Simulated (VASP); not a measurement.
**Nb: single point with LDA**

Nb:

```
Nb
1.0
     2.95639    0.00000    0.00000
    -1.47820    2.56031    0.00000
     0.00000    0.00000    4.78936
Nb
2
Direct
  0.36667 0.68333 0.27500
  0.63333 0.31667 0.72500
```

This cell differs from its parent crystal: shortest bond scaled by 1.1.

```
Program                : VASP 6.6.1
Task                   : single point
Functional             : LDA
Potentials or basis    : VASP PAW LDA potentials, release 64 (Nb_sv)
Cutoff                 : 520 eV
k mesh                 : 12 × 12 × 6
Occupations            : fermi-dirac, width 0.05 eV
Spin                   : no spin polarisation
Dipole correction      : no
Further INCAR settings : ALGO = Normal; EDIFF = 1e-07; NBANDS = 20
```

```yaml
Pressure: -0.9 GPa
Largest_force: 2.297 eV/Å
Band_gap_on_the_k_mesh: zero (band 13 reaches 12.36 eV, above the bottom of band 14 at 10.68 eV)
```

Forces on the atoms (eV/Å):
```
Nb   0.600  0.346 -2.190
Nb  -0.600 -0.346  2.190
```

Stress tensor (GPa, compression positive):
```
-3.12 -3.21 -3.62
-3.21  0.59 -2.09
-3.62 -2.09 -0.30
```

Levels at points of the mesh, in eV from the Fermi level:
| k point | band 10 | band 11 | band 12 | band 13 | band 14 | band 15 | band 16 | band 17 |
| --- | --- | --- | --- | --- | --- | --- | --- | --- |
| (0.00, 0.00, 0.00) | -4.13 | -0.33 | -0.20 | 0.05 | 0.46 | 0.61 | 1.63 | 2.12 |
| (0.50, 0.00, 0.00) | -3.48 | -3.47 | -0.47 | 0.16 | 0.83 | 1.36 | 4.88 | 4.90 |
| (0.00, 0.50, 0.00) | -3.17 | -2.92 | -0.21 | -0.16 | -0.06 | 0.92 | 4.64 | 4.82 |
| (0.00, 0.00, 0.50) | -4.42 | -1.58 | -0.22 | -0.20 | -0.18 | 0.02 | 0.60 | 2.90 |
| (0.50, 0.00, 0.50) | -3.56 | -2.67 | -1.56 | 0.78 | 1.78 | 1.98 | 2.64 | 4.72 |
| (0.00, 0.50, 0.50) | -3.81 | -2.62 | -1.66 | 1.08 | 2.23 | 2.26 | 2.67 | 4.64 |

It took 100 s on 1 thread of Intel(R) Xeon(R) Platinum 8259CL CPU @ 2.50GHz (Skylake/Cascade Lake), with other jobs on the host, peak memory 0.24 GiB.

Caveat: the cell differs from its parent crystal (shortest bond scaled by 1.1); forces of over 1 eV/Å act on the atoms, so gaps and moduli don't describe the material at rest.
